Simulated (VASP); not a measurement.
The system is C3BrN.

```
CELL_PARAMETERS angstrom
2.33290 1.34690 5.56218
-2.33290 1.34690 5.56218
0.00000 -2.69380 5.56218
ATOMIC_POSITIONS crystal
C 0.69677 0.80323 0.25000
C 0.80323 0.25000 0.69677
C 0.30323 0.19677 0.75000
C 0.75000 0.30323 0.19677
C 0.19677 0.75000 0.30323
C 0.25000 0.69677 0.80323
Br 0.25000 0.25000 0.25000
Br 0.75000 0.75000 0.75000
N 0.00000 0.00000 0.00000
N 0.50000 0.50000 0.50000
```

| Property | Result |
| --- | --- |
| Program | VASP 6.6.1 |
| Task | relaxation of cell and atoms |
| Functional | PBE |
| Potentials or basis | VASP PAW PBE potentials, release 64 (C, Br, N) |
| Cutoff | 600 eV |
| k mesh | 6 × 6 × 6 |
| Occupations | gaussian, width 0.1 eV |
| Spin | no spin polarisation |

At the start: pressure -0.2 GPa; volume 10.49 Å³/atom.

Q: Where does the relaxation end?

A: Over 5 steps the energy falls by 8.5 meV/atom and the volume is 10.48 Å³/atom (-0.1 %); space group R-3c (No. 167, to 0.1 Å) before and after.

Step by step:
```tsv
step	energy change (eV)	largest force (eV/Å)	pressure (GPa)	volume (Å³)
1	0.0000	0.2946	-0.24	104.86
2	-0.0425	0.2273	-0.08	104.63
3	-0.0816	0.0581	0.65	103.98
4	-0.0821	0.0757	0.55	104.05
5	-0.0850	0.0141	-0.38	104.79
```

Final structure:
```
C Br N
1.0
     2.30175    1.32892    5.70992
    -2.30175    1.32892    5.70992
     0.00000   -2.65783    5.70992
C Br N
6 2 2
Cartesian
  -0.1927 1.3289 9.9924
  1.2472 -0.4975 9.9924
  0.1927 -1.3289 7.1374
  1.0545 0.8314 7.1374
  -1.2472 0.4975 7.1374
  -1.0545 -0.8314 9.9924
  0.0000 0.0000 4.2824
  0.0000 0.0000 12.8473
  0.0000 2.6578 11.4198
  0.0000 0.0000 8.5649
```
